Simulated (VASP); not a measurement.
# Be3NbP (Pm-3m) in VASP: further runs

Be3NbP is run at these levels: PBE; tasks: single point, relaxation of cell and atoms.

All numbers are computed with VASP 6.6.1; they aren't measurements. Logs are shortened: lines on timing, memory, paths and dates and some standing lists are left out, and cuts for length are marked.

## (1) The cell of the first run

Symmetry: Pm-3m, No. 221, cubic system. Conventional cell: a = 3.697 Å, b = 3.697 Å, c = 3.697 Å, α = 90.00°, β = 90.00°, γ = 90.00°. Be (site symmetry 4/mmm) has 2 P at 1.85 Å within 2.5 Å. Nb (site symmetry m-3m) has 12 Be at 2.61 Å and 8 P at 3.20 Å within 3.4 Å. P (site symmetry m-3m) has 6 Be at 1.85 Å within 2.5 Å.

The cell was built from a structure type or drawn by symmetry, and may not be a known phase.

## (2) Single point, PBE

File INCAR:

```
SYSTEM = Be3NbP
ALGO = Normal
EDIFF = 1E-6
ENCUT = 600
GGA = PE
GGA_COMPAT = .False.
ISIF = 2
ISMEAR = 0
LASPH = .True.
LCHARG = .False.
LREAL = .False.
LWAVE = .False.
NBANDS = 20
NELM = 120
PREC = Accurate
SIGMA = 0.1
```

File KPOINTS:

```
k-points
0
Gamma
  6 6 6
  0 0 0
```

File POSCAR:

```
Be3NbP
1.0
    3.6968802100      0.0000000000      0.0000000000
    0.0000000000      3.6968802100      0.0000000000
    0.0000000000      0.0000000000      3.6968802100
Be Nb P
3 1 1
Direct
    0.0000000000      0.5000000000      0.5000000000
    0.5000000000      0.5000000000      0.0000000000
    0.5000000000      0.0000000000      0.5000000000
    0.0000000000      0.0000000000      0.0000000000
    0.5000000000      0.5000000000      0.5000000000
```

Potentials or basis: VASP PAW PBE potentials, release 64 (Be, Nb_sv, P).

Started as:

```sh
> cat potpaw_PBE.64/Be/POTCAR potpaw_PBE.64/Nb_sv/POTCAR potpaw_PBE.64/P/POTCAR > POTCAR
> mpirun -np 1 vasp_std > vasp.out
```

OUTCAR:

```text
SYSTEM = Be3NbP
   EDIFF = 1E-6
   ENCUT = 600
   GGA = PE
   ISIF = 2
   ISMEAR = 0
   LASPH = .True.
   LREAL = .False.
   NELM = 120
   PREC = Accurate

 ion  position               nearest neighbor table
   1  0.000  0.500  0.500-   5 1.85   5 1.85   4 2.61   4 2.61   4 2.61   4 2.61
   2  0.500  0.500  0.000-   5 1.85   5 1.85   4 2.61   4 2.61   4 2.61   4 2.61
   3  0.500  0.000  0.500-   5 1.85   5 1.85   4 2.61   4 2.61   4 2.61   4 2.61
   4  0.000  0.000  0.000-   1 2.61   2 2.61   3 2.61   1 2.61   3 2.61   1 2.61   2 2.61   1 2.61
                             2 2.61   3 2.61   3 2.61   2 2.61
   5  0.500  0.500  0.500-   1 1.85   2 1.85   3 1.85   2 1.85   3 1.85   1 1.85

  LATTYP: Found a simple cubic cell.
 ALAT       =     3.6968802100

  Lattice vectors:

 A1 = (   3.6968802100,   0.0000000000,   0.0000000000)
 A2 = (   0.0000000000,   3.6968802100,   0.0000000000)
 A3 = (   0.0000000000,   0.0000000000,   3.6968802100)

Analysis of symmetry for initial positions (statically):
=====================================================================
 Subroutine PRICEL returns:
 Original cell was already a primitive cell.

 Routine SETGRP: Setting up the symmetry group for a
 simple cubic supercell.

 Subroutine GETGRP returns: Found 48 space group operations
 (whereof 48 operations were pure point group operations)
 out of a pool of 48 trial point group operations.

The static configuration has the point symmetry O_h .

Analysis of symmetry for dynamics (positions and initial velocities):
=====================================================================
 Subroutine PRICEL returns:
 Original cell was already a primitive cell.

 Routine SETGRP: Setting up the symmetry group for a
 simple cubic supercell.

 Subroutine GETGRP returns: Found 48 space group operations
 (whereof 48 operations were pure point group operations)
 out of a pool of 48 trial point group operations.

The dynamic configuration has the point symmetry O_h .

 Subroutine INISYM returns: Found 48 space group operations
 (whereof 48 operations are pure point group operations),
 and found     1 'primitive' translations

----------------------------------------------------------------------------------------

                                     Primitive cell

  volume of cell :      50.5250

  direct lattice vectors                    reciprocal lattice vectors
     3.696880210  0.000000000  0.000000000     0.270498351  0.000000000  0.000000000
     0.000000000  3.696880210  0.000000000     0.000000000  0.270498351  0.000000000
     0.000000000  0.000000000  3.696880210     0.000000000  0.000000000  0.270498351

  length of vectors
     3.696880210  3.696880210  3.696880210     0.270498351  0.270498351  0.270498351

  position of ions in fractional coordinates (direct lattice)
     0.000000000  0.500000000  0.500000000
     0.500000000  0.500000000  0.000000000
     0.500000000  0.000000000  0.500000000
     0.000000000  0.000000000  0.000000000
     0.500000000  0.500000000  0.500000000

  ion indices of the primitive-cell ions
   primitive index   ion index
                 1           1
                 2           2
                 3           3
                 4           4
                 5           5

----------------------------------------------------------------------------------------

 KPOINTS: k-points

Automatic generation of k-mesh.
 Grid dimensions read from file:
 generate k-points for:    6    6    6

 Generating k-lattice:

  Cartesian coordinates                     Fractional coordinates (reciprocal lattice)
     0.045083058  0.000000000  0.000000000     0.166666667  0.000000000  0.000000000
     0.000000000  0.045083058  0.000000000     0.000000000  0.166666667  0.000000000
     0.000000000  0.000000000  0.045083058     0.000000000  0.000000000  0.166666667

  Length of vectors
     0.045083058  0.045083058  0.045083058

  Shift w.r.t. Gamma in fractional coordinates (k-lattice)
     0.000000000  0.000000000  0.000000000

 Subroutine IBZKPT returns following result:
 ===========================================

 Found     20 irreducible k-points:

 Following reciprocal coordinates:
            Coordinates               Weight
  0.000000  0.000000  0.000000      1.000000
  0.166667  0.000000  0.000000      6.000000
  0.333333  0.000000  0.000000      6.000000
  0.500000  0.000000  0.000000      3.000000
  0.166667  0.166667  0.000000     12.000000
  0.333333  0.166667  0.000000     24.000000
[... 12 lines left out ...]
  0.500000  0.500000  0.333333      6.000000
  0.500000  0.500000  0.500000      1.000000
   k-points           NKPTS =     20   k-points in BZ     NKDIM =     20   number of bands    NBANDS=     20
   number of dos      NEDOS =    301   number of ions     NIONS =      5
   total plane-waves  NPLWV =  27000
   dimension x,y,z NGX =    30 NGY =   30 NGZ =   30
   dimension x,y,z NGXF=    60 NGYF=   60 NGZF=   60
   ions per type =               3   1   1
   NGX,Y,Z   is equivalent  to a cutoff of  13.49, 13.49, 13.49 a.u.
   NGXF,Y,Z  is equivalent  to a cutoff of  26.98, 26.98, 26.98 a.u.
 SYSTEM =  Be3NbP
   PREC   = accura    normal or accurate (medium, high low for compatibility)
   ISTART =      0    job   : 0-new  1-cont  2-samecut
   ICHARG =      2    charge: 1-file 2-atom 10-const
   ISPIN  =      1    spin polarized calculation?
   LNONCOLLINEAR =      F non collinear calculations
   LSORBIT =      F    spin-orbit coupling
   LASPH  =      T    aspherical Exc in radial PAW
   ENCUT  =  600.0 eV  44.10 Ry    6.64 a.u.   7.38  7.38  7.38*2*pi/ulx,y,z
   NELM   =    120;   NELMIN=  2; NELMDL= -5     # of ELM steps
   EDIFF  = 0.1E-05   stopping-criterion for ELM
   LREAL  =      F    real-space projection
   EDIFFG = 0.1E-04   stopping-criterion for IOM
   NSW    =      0    number of steps for IOM
   IBRION =     -1    ionic relax: 0-MD 1-quasi-New 2-CG
   NFREE  =      0    steps in history (QN), initial steepest desc. (CG)
   ISIF   =      2    stress and relaxation
   ISYM   =      2    0-nonsym 1-usesym 2-fastsym
   POTIM  = 0.5000    time-step for ionic-motion
   TEBEG  =    0.0;   TEEND  =   0.0 temperature during run
   PSTRESS=    0.0 pullay stress
   NELECT =      24.0000    total number of electrons
   NUPDOWN=      -1.0000    fix difference up-down
   EMIN   =  10.00;   EMAX   =-10.00  energy-range for DOS
   EFERMI =   0.00;   METHOD = LEGACY
   ISMEAR =     0;   SIGMA  =   0.10  broadening in eV -4-tet -1-fermi 0-gaus
   EFERMI_NEDOS =   21; number of points for ismear=-14 and -15
   IALGO  =     38    algorithm
   IMIX   =      4    mixing-type and parameters
     AMIX     =   0.40;   BMIX     =  1.00
     AMIX_MAG =   1.60;   BMIX_MAG =  1.00
  volume/ion in A,a.u.               =      10.10        68.19
  Fermi-wavevector in a.u.,A,eV,Ry     =   1.277350  2.413841 22.199574  1.631623
  Thomas-Fermi vector in A             =   2.409954
   LORBIT       =      0    0 simple, 1 ext, 2 COOP (PROOUT), +10 PAW based schemes
   GGA     = PE    functional components
   LHFCALC =     F    Hartree Fock is set to
   AEXX    =    0.0000 exact exchange contribution
   IVDW    =     0    specifies the selected vdW correction
   LEPSILON=     F    determine dielectric tensor
   LRPA    =     F    only Hartree local field effects (RPA)
 non-spin polarized calculation
 Gauss-broadening in eV      SIGMA  =   0.10
  energy-cutoff  :      600.00
  volume of cell :       50.52
 maximum number of plane-waves:      1743
 NGX is ok and might be reduce to    30
   NGX = 15   NGY = 15   NGZ = 15

 number of electron      24.0000001 magnetization

 Free energy of the ion-electron system (eV)
  ---------------------------------------------------
  ext. energy  EPLUGINS =         0.00000000
  ---------------------------------------------------
  free energy    TOTEN  =       -21.82882991 eV

  energy without entropy =      -21.81628572  energy(sigma->0) =      -21.82255781

 E-fermi :  10.7420     XC(G=0): -11.7830

 val. band max:       10.7247813956   @ k =   0.3333   0.3333   0.0000
 cond. band min:      10.9661858435   @ k =   0.0000   0.0000   0.0000
 fundamental gap:      0.2414044479
 Fermi energy:        10.7420129386

 k-point     1 :       0.0000    0.0000    0.0000
  band No.  band energies     occupation
      1     -44.2184      2.00000
      2     -20.3146      2.00000
      3     -20.3146      2.00000
      4     -20.3146      2.00000
      5      -4.1012      2.00000
      6       3.9277      2.00000
[... 12 lines left out ...]
     19      15.9825      0.00000
     20      16.0999      0.00000

 k-point     2 :       0.1667    0.0000    0.0000
  band No.  band energies     occupation
      1     -44.2172      2.00000
      2     -20.3386      2.00000
      3     -20.3118      2.00000
      4     -20.3118      2.00000
      5      -3.9587      2.00000
      6       3.0738      2.00000
[... 12 lines left out ...]
     19      16.4831      0.00000
     20      16.5023      0.00000

 k-point     3 :       0.3333    0.0000    0.0000
  band No.  band energies     occupation
      1     -44.2150      2.00000
      2     -20.3862      2.00000
      3     -20.3064      2.00000
      4     -20.3064      2.00000
      5      -3.6325      2.00000
      6       1.8390      2.00000
[... 12 lines left out ...]
     19      17.0999      0.00000
     20      18.3105      0.00000

 k-point     4 :       0.5000    0.0000    0.0000
  band No.  band energies     occupation
      1     -44.2139      2.00000
      2     -20.4098      2.00000
      3     -20.3036      2.00000
      4     -20.3036      2.00000
      5      -3.4398      2.00000
      6       1.3057      2.00000
[... 337 lines left out ...]
 k-point    19 :       0.5000    0.5000    0.3333
  band No.  band energies     occupation
      1     -44.2060      2.00000
      2     -20.3904      2.00000
      3     -20.3904      2.00000
      4     -20.3645      2.00000
      5      -3.1803      2.00000
      6       3.1315      2.00000
[... 12 lines left out ...]
     19      15.5025      0.00000
     20      19.6857      0.00000

 k-point    20 :       0.5000    0.5000    0.5000
  band No.  band energies     occupation
      1     -44.2048      2.00000
      2     -20.3879      2.00000
      3     -20.3879      2.00000
      4     -20.3879      2.00000
      5      -3.1018      2.00000
      6       3.1705      2.00000
[... 12 lines left out ...]
     19      15.0562      0.00000
     20      20.5020      0.00000

------------------------ aborting loop because EDIFF is reached ----------------------------------------

  FORCE on cell =-STRESS in cart. coord.  units (eV):
  Direction    XX          YY          ZZ          XY          YZ          ZX
  --------------------------------------------------------------------------------------
  -------------------------------------------------------------------------------------
  Total       12.4320764     12.4320764     12.4320764      0.0000000     -0.0000000     -0.0000000
  in kB      394.2285912    394.2285912    394.2285912      0.0000000     -0.0000000     -0.0000000
  external PRESSURE =     394.2285912 kB  Pullay stress =       0.0000000 kB

 VOLUME and BASIS-vectors are now :
 -----------------------------------------------------------------------------
  energy-cutoff  :      600.00
  volume of cell :       50.52
      direct lattice vectors                 reciprocal lattice vectors
     3.696880210  0.000000000  0.000000000     0.270498351  0.000000000  0.000000000
     0.000000000  3.696880210  0.000000000     0.000000000  0.270498351  0.000000000
     0.000000000  0.000000000  3.696880210     0.000000000  0.000000000  0.270498351

 POSITION                                       TOTAL-FORCE (eV/Angst)
 -----------------------------------------------------------------------------------
      0.00000      1.84844      1.84844         0.000000      0.000000      0.000000
      1.84844      1.84844      0.00000         0.000000      0.000000      0.000000
      1.84844      0.00000      1.84844         0.000000      0.000000      0.000000
      0.00000      0.00000      0.00000         0.000000      0.000000      0.000000
      1.84844      1.84844      1.84844         0.000000      0.000000      0.000000
 -----------------------------------------------------------------------------------
    total drift:                                0.000000     -0.000000     -0.000000

  FREE ENERGIE OF THE ION-ELECTRON SYSTEM (eV)
  ---------------------------------------------------
  free  energy   TOTEN  =       -21.8288299056 eV

  energy  without entropy=      -21.8162857159  energy(sigma->0) =      -21.82255781
```

It used 24 s of CPU time on 1 thread of Intel(R) Xeon(R) Platinum 8488C (Sapphire Rapids), on a shared host.

What came out:

```yaml
Free_energy: -21.8288 eV
Pressure: 39.4 GPa
Band_gap_on_the_k_mesh: zero (bands 12 and 13 overlap by 2.11 eV)
```

Levels at points of the mesh, in eV from the Fermi level:
```tsv
k point	band 9	band 10	band 11	band 12	band 13	band 14	band 15	band 16
(0.00, 0.00, 0.00)	-3.39	-3.39	-1.81	0.22	0.22	0.22	4.67	4.67
(0.50, 0.00, 0.00)	-2.97	-0.24	0.50	0.50	0.50	0.50	0.68	1.02
(0.50, 0.50, 0.00)	-5.62	-2.45	-2.45	-1.38	1.54	1.77	3.06	3.06
(0.50, 0.50, 0.50)	-3.51	-3.51	-3.51	1.86	1.86	2.14	2.14	2.14
```

Caveat: the cell stands under pressure.

## (3) Single point, PBE

This run uses another cell than the first one, of 12.87 Å³/atom.

File INCAR:

```
SYSTEM = Be3NbP
PREC     = Accurate       ! precision mode
ENCUT    = 600            ! plane-wave cutoff, eV
EDIFF    = 1E-6           ! SCF threshold, eV
ISMEAR   = 0              ! smearing method
SIGMA    = 0.1            ! smearing width, eV
LREAL    = .False.        ! projectors in reciprocal space
LASPH    = .True.         ! aspherical terms in the spheres
NELM     = 120            ! most SCF steps
ALGO     = Normal         ! electronic algorithm
ISIF     = 2              ! what is computed and relaxed
LWAVE    = .False.        ! write WAVECAR
LCHARG   = .False.        ! write CHGCAR
GGA      = PE             ! functional
NBANDS   = 20             ! bands
GGA_COMPAT= .False.
```

File KPOINTS:

```
regular mesh
0
Gamma
  6 6 6
  0 0 0
```

POSCAR: that of step 2 with these lines changed.

```diff
@@ -2,5 +2,5 @@
 1.0
-    3.6968802100      0.0000000000      0.0000000000
-    0.0000000000      3.6968802100      0.0000000000
-    0.0000000000      0.0000000000      3.6968802100
+    4.0077081533      0.0000000000      0.0000000000
+    0.0000000000      4.0077081533      0.0000000000
+    0.0000000000      0.0000000000      4.0077081533
 Be Nb P
```

Potentials or basis: VASP PAW PBE potentials, release 64 (Be, Nb_sv, P).

Started as:

```sh
> cat potpaw_PBE.64/Be/POTCAR potpaw_PBE.64/Nb_sv/POTCAR potpaw_PBE.64/P/POTCAR > POTCAR
> mpirun -np 1 vasp_std > vasp.out
```

It used 22 s of CPU time on 1 thread of Intel(R) Xeon(R) Platinum 8488C (Sapphire Rapids) (shared host).

Results (log left out):

- Free energy: -23.2430 eV
- Pressure: 0.2 GPa
- Band gap on the k mesh: zero (bands 12 and 13 overlap by 1.71 eV)

Levels at points of the mesh, in eV from the Fermi level:
```tsv
k point	band 9	band 10	band 11	band 12	band 13	band 14	band 15	band 16
(0.00, 0.00, 0.00)	-2.73	-2.73	-2.64	0.19	0.19	0.19	3.70	3.70
(0.50, 0.00, 0.00)	-2.17	-0.82	0.23	0.23	0.46	0.65	0.70	0.70
(0.50, 0.50, 0.00)	-4.55	-1.76	-1.76	-1.47	1.07	1.21	2.40	2.40
(0.50, 0.50, 0.50)	-2.86	-2.86	-2.86	1.29	1.29	1.31	1.31	1.31
```

(Continued in part 2 of 2.)
